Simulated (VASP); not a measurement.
# Si6O11 (a cell with a defect) in VASP: a series of runs

The runs below take Si6O11 (a cell with a defect) through single point, with LDA.

Program: VASP 6.6.1. These are calculated values, not measurements. Logs are shortened: lines on timing, memory, paths and dates and some standing lists are left out, and cuts for length are marked.

**1. The cell of the first run**

The cell holds a defect, 17 atoms: a = 4.867 Å, b = 5.365 Å, c = 8.429 Å, α = 90.00°, β = 90.00°, γ = 90.00°.

**2. Single point, LDA**

INCAR reads:

```
SYSTEM = Si6O11
PREC     = Accurate       ! precision mode
ENCUT    = 520            ! plane-wave cutoff, eV
EDIFF    = 1E-6           ! SCF threshold, eV
ISMEAR   = 0              ! smearing method
SIGMA    = 0.05           ! smearing width, eV
LREAL    = Auto         
LASPH    = .TRUE.         ! aspherical terms in the spheres
NELM     = 80             ! most SCF steps
ALGO     = Normal         ! electronic algorithm
ISIF     = 2              ! what is computed and relaxed
LWAVE    = .FALSE.        ! write WAVECAR
LCHARG   = .FALSE.        ! write CHGCAR
NELECT   = 88.0         
NBANDS   = 59             ! bands
```

KPOINTS reads:

```
Automatic mesh
0
G
  4 4 2
  0 0 0
```

POSCAR reads:

```
Si6O11
1.0
   -2.4333868794      4.2147497096      0.0000000000
    0.0000000000      0.0000000000      5.3651521237
    7.3001606382      4.2147497096      0.0000000000
Si O
6 11
Direct
    0.7676536602      0.3333333333      0.2323463398
    0.2676536602      0.3333333333      0.7323463398
    0.4646926795      0.6666666667      0.0000000000
    0.9646926795      0.6666666667      0.5000000000
    0.2676536602      0.0000000000      0.2676536602
    0.7676536602      0.0000000000      0.7676536602
    0.0706884960      0.2213245393      0.2055640003
    0.5706884960      0.2213245393      0.7055640003
    0.7730017524      0.5546578727      0.3618737519
    0.2730017524      0.5546578727      0.8618737519
    0.6563097516      0.8879912060      0.9325622479
    0.3231423282      0.7810046887      0.1443998968
    0.7730017524      0.7786754607      0.6381262481
    0.6563097516      0.4453421273      0.0674377521
    0.1563097516      0.4453421273      0.5674377521
    0.5706884960      0.1120087940      0.2944359997
    0.0706884960      0.1120087940      0.7944359997
```

Potentials or basis: VASP PAW LDA potentials, release 64 (Si, O).

Run with:

```sh
> cat potpaw_LDA.64/Si/POTCAR potpaw_LDA.64/O/POTCAR > POTCAR
> mpirun -np 1 vasp_std > vasp.out
```

OUTCAR:

```text
SYSTEM = Si6O11
   PREC = Accurate
   ENCUT = 520
   EDIFF = 1E-6
   ISMEAR = 0
   LREAL = Auto
   LASPH = .TRUE.
   NELM = 80
   ISIF = 2
   NELECT = 88.0

 ion  position               nearest neighbor table
   1  0.768  0.333  0.232-   7 1.61  14 1.61  16 1.61   9 1.61   5 3.03   5 3.03   4 3.03   3 3.03

   2  0.268  0.333  0.732-   8 1.61  15 1.61  17 1.61  10 1.61   6 3.03   6 3.03   3 3.03   4 3.03

   3  0.465  0.667  0.000-  12 1.53  10 1.61  11 1.61  14 1.61   5 3.03   2 3.03   6 3.03   1 3.03

   4  0.965  0.667  0.500-  13 1.61   9 1.61  15 1.61   6 3.03   1 3.03   5 3.03   2 3.03
   5  0.268  0.000  0.268-  12 1.59  16 1.61   7 1.61   3 3.03   1 3.03   1 3.03   4 3.03
   6  0.768  0.000  0.768-  17 1.61  11 1.61   8 1.61  13 1.61   4 3.03   2 3.03   2 3.03   3 3.03

   7  0.071  0.221  0.206-   1 1.61   5 1.61
   8  0.571  0.221  0.706-   2 1.61   6 1.61
   9  0.773  0.555  0.362-   4 1.61   1 1.61
  10  0.273  0.555  0.862-   3 1.61   2 1.61
  11  0.656  0.888  0.933-   6 1.61   3 1.61
  12  0.323  0.781  0.144-   3 1.53   5 1.59
  13  0.773  0.779  0.638-   4 1.61   6 1.61
  14  0.656  0.445  0.067-   1 1.61   3 1.61
  15  0.156  0.445  0.567-   2 1.61   4 1.61
  16  0.571  0.112  0.294-   5 1.61   1 1.61
  17  0.071  0.112  0.794-   6 1.61   2 1.61

  LATTYP: Found a simple orthorhombic cell.
 ALAT       =     4.8667737588
 B/A-ratio  =     1.1024042599
 C/A-ratio  =     1.7320508076

  Lattice vectors:

 A1 = (  -2.4333868794,   4.2147497096,   0.0000000000)
 A2 = (   0.0000000000,   0.0000000000,   5.3651521237)
 A3 = (   7.3001606382,   4.2147497096,   0.0000000000)

Analysis of symmetry for initial positions (statically):
=====================================================================
 Subroutine PRICEL returns:
 Original cell was already a primitive cell.

 Routine SETGRP: Setting up the symmetry group for a
 simple orthorhombic supercell.

 Subroutine GETGRP returns: Found  1 space group operations
 (whereof  1 operations were pure point group operations)
 out of a pool of  8 trial point group operations.

The static configuration has the point symmetry C_1 .

Analysis of symmetry for dynamics (positions and initial velocities):
=====================================================================
[... 135 lines left out ...]
   EDIFF  = 0.1E-05   stopping-criterion for ELM
   LREAL  =      T    real-space projection
   EDIFFG = 0.1E-04   stopping-criterion for IOM
   NSW    =      0    number of steps for IOM
   IBRION =     -1    ionic relax: 0-MD 1-quasi-New 2-CG
   NFREE  =      0    steps in history (QN), initial steepest desc. (CG)
   ISIF   =      2    stress and relaxation
   ISYM   =      2    0-nonsym 1-usesym 2-fastsym
   POTIM  = 0.5000    time-step for ionic-motion
   TEBEG  =    0.0;   TEEND  =   0.0 temperature during run
   PSTRESS=    0.0 pullay stress
   NELECT =      88.0000    total number of electrons
   NUPDOWN=      -1.0000    fix difference up-down
   EMIN   =  10.00;   EMAX   =-10.00  energy-range for DOS
   EFERMI =   0.00;   METHOD = LEGACY
   ISMEAR =     0;   SIGMA  =   0.05  broadening in eV -4-tet -1-fermi 0-gaus
   EFERMI_NEDOS =   21; number of points for ismear=-14 and -15
   IALGO  =     38    algorithm
   IMIX   =      4    mixing-type and parameters
     AMIX     =   0.40;   BMIX     =  1.00
     AMIX_MAG =   1.60;   BMIX_MAG =  1.00
  volume/ion in A,a.u.               =      12.95        87.37
  Fermi-wavevector in a.u.,A,eV,Ry     =   1.206037  2.279080 19.790026  1.454526
  Thomas-Fermi vector in A             =   2.341716
   LORBIT       =      0    0 simple, 1 ext, 2 COOP (PROOUT), +10 PAW based schemes
   GGA     = CA    functional components
   LHFCALC =     F    Hartree Fock is set to
   AEXX    =    0.0000 exact exchange contribution
   IVDW    =     0    specifies the selected vdW correction
   LEPSILON=     F    determine dielectric tensor
   LRPA    =     F    only Hartree local field effects (RPA)
 non-spin polarized calculation
 Gauss-broadening in eV      SIGMA  =   0.05
  energy-cutoff  :      520.00
  volume of cell :      220.10
 maximum number of plane-waves:      5960
   NGX = 19   NGY = 19   NGZ = 31

 number of electron      88.0000010 magnetization

 Free energy of the ion-electron system (eV)
  ---------------------------------------------------
  ext. energy  EPLUGINS =         0.00000000
  ---------------------------------------------------
  free energy    TOTEN  =      -146.86722960 eV

  energy without entropy =     -146.85556097  energy(sigma->0) =     -146.86139528

 E-fermi :   1.0439     XC(G=0):  -9.5963

 val. band max:        1.0192714762   @ k =   0.0000   0.0000   0.0000
 cond. band min:       1.0533197546   @ k =   0.5000   0.0000   0.5000
 fundamental gap:      0.0340482784
 Fermi energy:         1.0439041404

 k-point     1 :       0.0000    0.0000    0.0000
  band No.  band energies     occupation
      1     -18.5577      2.00000
      2     -18.0142      2.00000
      3     -17.6057      2.00000
      4     -17.1115      2.00000
      5     -17.0046      2.00000
      6     -16.7094      2.00000
[... 1169 lines left out ...]
     55      10.9363      0.00000
     56      11.0359      0.00000
 [bands above 56 left out]

------------------------ aborting loop because EDIFF is reached ----------------------------------------

  FORCE on cell =-STRESS in cart. coord.  units (eV):
  Direction    XX          YY          ZZ          XY          YZ          ZX
  --------------------------------------------------------------------------------------
  -------------------------------------------------------------------------------------
  Total      -14.0094071    -15.9956153    -16.0360055     -0.0450620      0.2636434      4.9381946
  in kB     -101.9777333   -116.4358053   -116.7298148     -0.3280167      1.9191214     35.9462674
  external PRESSURE =    -111.7144511 kB  Pullay stress =       0.0000000 kB

 VOLUME and BASIS-vectors are now :
 -----------------------------------------------------------------------------
  energy-cutoff  :      520.00
  volume of cell :      220.10
      direct lattice vectors                 reciprocal lattice vectors
    -2.433386879  4.214749710  0.000000000    -0.102737465  0.177946510  0.000000000
     0.000000000  0.000000000  5.365152124     0.000000000  0.000000000  0.186388005
     7.300160638  4.214749710  0.000000000     0.102737465  0.059315503  0.000000000

 POSITION                                       TOTAL-FORCE (eV/Angst)
 -----------------------------------------------------------------------------------
     -0.17183      4.21475      1.78838        -0.643511     -1.478332      0.405140
      4.69494      4.21475      1.78838         1.034360      1.294891     -0.132092
     -1.13078      1.95856      3.57677        -3.527312      0.151360     -1.709559
      1.30261      6.17331      3.57677         2.050952     -0.823339     -2.489120
      1.30261      2.25619      0.00000        -3.032381      0.116537      1.231577
      3.73600      6.47094      0.00000         0.964111      0.415171      1.129531
[... 9 lines left out ...]
      0.76072      3.64628      0.60094         1.283247      0.101846     -0.404854
      5.62750      3.64628      0.60094        -0.406069     -0.069215     -0.039686
 -----------------------------------------------------------------------------------
    total drift:                               -0.005320     -0.016261     -0.009176

  FREE ENERGIE OF THE ION-ELECTRON SYSTEM (eV)
  ---------------------------------------------------
  free  energy   TOTEN  =      -146.8672295981 eV

  energy  without entropy=     -146.8555609654  energy(sigma->0) =     -146.86139528
```

Wall time 6.8 min (1 thread of Intel Xeon Platinum 8259CL at 2.50GHz (Skylake/Cascade Lake), shared host); peak memory 0.32 GiB.

What came out:

| Item | Value |
| --- | --- |
| Free energy | -146.8672 eV |
| Largest force | 5.201 eV/Å |

Forces on the atoms (eV/Å):
```
Si  -0.644 -1.478  0.405
Si   1.034  1.295 -0.132
Si  -3.527  0.151 -1.710
Si   2.051 -0.823 -2.489
Si  -3.032  0.117  1.232
Si   0.964  0.415  1.130
O    0.513  0.927 -1.212
O   -0.328 -0.166 -0.033
O    0.137  0.840  1.275
O    0.183 -0.102  0.256
O   -0.268  0.012 -0.076
O    4.898 -0.972  1.455
O   -1.634 -0.005 -0.017
O    0.043  0.623 -0.727
O   -1.268 -0.865  1.089
O    1.283  0.102 -0.405
O   -0.406 -0.069 -0.040
```

Levels at points of the mesh, in eV from the Fermi level:
| k point | band 41 | band 42 | band 43 | band 44 | band 45 | band 46 | band 47 | band 48 |
| --- | --- | --- | --- | --- | --- | --- | --- | --- |
| (0.00, 0.00, 0.00) | -0.80 | -0.73 | -0.23 | -0.06 | -0.02 | 4.18 | 6.30 | 6.71 |
| (0.50, 0.00, 0.00) | -0.63 | -0.59 | -0.21 | -0.03 | 0.08 | 4.11 | 6.31 | 6.93 |
| (0.00, 0.50, 0.00) | -0.76 | -0.52 | -0.32 | -0.06 | 0.08 | 4.04 | 6.42 | 6.76 |
| (0.50, 0.50, 0.00) | -0.89 | -0.60 | -0.57 | -0.41 | 0.20 | 4.16 | 6.66 | 6.94 |
| (0.00, 0.00, 0.50) | -0.80 | -0.69 | -0.21 | -0.05 | 0.10 | 4.07 | 6.22 | 6.86 |
| (0.50, 0.00, 0.50) | -0.62 | -0.58 | -0.20 | -0.06 | 0.01 | 4.13 | 6.32 | 6.97 |
| (0.00, 0.50, 0.50) | -0.80 | -0.58 | -0.39 | -0.04 | 0.16 | 4.03 | 6.45 | 6.76 |
| (0.50, 0.50, 0.50) | -0.81 | -0.60 | -0.51 | -0.28 | 0.09 | 4.16 | 6.74 | 6.97 |

Caveat: the k points lie up to 0.37 Å⁻¹ apart; the cell carries a net charge on a neutralising background, which shifts energy and pressure; the cell differs from its parent crystal (atoms taken out, atom 12 moved 0.000 of the way to it and +0.250 Å across, host rigid); the cell is charged against a uniform background, so pressure and absolute levels hang on convention.

**3. Single point, LDA**

INCAR reads:

```
  PREC = Accurate
  ENCUT = 520
  EDIFF = 1E-7
  ISMEAR = 0
  SIGMA = 0.05
  LREAL = Auto
  LASPH = T
  NELM = 80
  ALGO = Normal
  ISIF = 2
  LWAVE = F
  LCHARG = F
  GGA = CA
  NBANDS = 59
  NELECT = 88.0
```

KPOINTS reads:

```
Automatic mesh
0
Gamma
  4 4 2
```

POSCAR, as its differences from that of step 2:

```diff
@@ -19,3 +19,3 @@
     0.6563097516      0.8879912060      0.9325622479
-    0.3231423282      0.7810046887      0.1443998968
+    0.1061691758      0.8856619780      0.4262885992
     0.7730017524      0.7786754607      0.6381262481
```

Potentials or basis: VASP PAW LDA potentials, release 64 (Si, O).

Run with:

```sh
> cat potpaw_LDA.64/Si/POTCAR potpaw_LDA.64/O/POTCAR > POTCAR
> mpirun -np 1 vasp_std > vasp.out
```

Wall time 6.5 min (1 thread of Intel Xeon Platinum 8259CL at 2.50GHz (Skylake/Cascade Lake), shared host); peak memory 0.32 GiB.

The run converged. Its results:

| Quantity | Value |
| --- | --- |
| Free energy | -146.7707 eV |
| Largest force | 7.993 eV/Å |

Forces on the atoms (eV/Å):
```
Si   0.670  0.513  0.604
Si  -0.451 -0.505 -0.682
Si  -3.269 -0.068 -1.050
Si   3.725 -0.913 -4.546
Si   3.134  0.644  1.853
Si  -1.045 -0.331  0.692
O   -1.112  0.417 -0.774
O    0.082  0.089  0.078
O   -0.527 -1.018 -0.905
O    1.366  0.770  1.326
O    2.107  0.145 -0.602
O   -6.201  1.828  4.700
O    0.490 -0.012  0.053
O    0.522 -0.670  0.805
O   -0.182 -0.021  0.207
O    0.422 -1.004 -1.571
O    0.269  0.134 -0.190
```

Levels at points of the mesh, in eV from the Fermi level:
```
           k point  band 42  band 43  band 44  band 45  band 46  band 47
(0.00, 0.00, 0.00)    -0.63    -0.35    -0.10    -0.02     4.12     6.47
(0.50, 0.00, 0.00)    -0.51    -0.19    -0.11     0.21     4.10     6.20
(0.00, 0.50, 0.00)    -0.46    -0.35    -0.10     0.13     3.99     6.25
(0.50, 0.50, 0.00)    -0.70    -0.62    -0.36     0.28     4.12     6.55
(0.00, 0.00, 0.50)    -0.62    -0.35    -0.06     0.10     4.01     6.41
(0.50, 0.00, 0.50)    -0.56    -0.25    -0.10     0.15     4.13     6.28
(0.00, 0.50, 0.50)    -0.55    -0.44    -0.05     0.20     3.99     6.23
(0.50, 0.50, 0.50)    -0.64    -0.56    -0.31     0.12     4.15     6.56
```

Caveat: the k points lie up to 0.37 Å⁻¹ apart; the cell carries a net charge on a neutralising background, which shifts energy and pressure; the cell differs from its parent crystal (atoms taken out, atom 12 moved 1.000 of the way to it and -0.250 Å across, host rigid); the cell is charged against a uniform background, so pressure and absolute levels hang on convention.
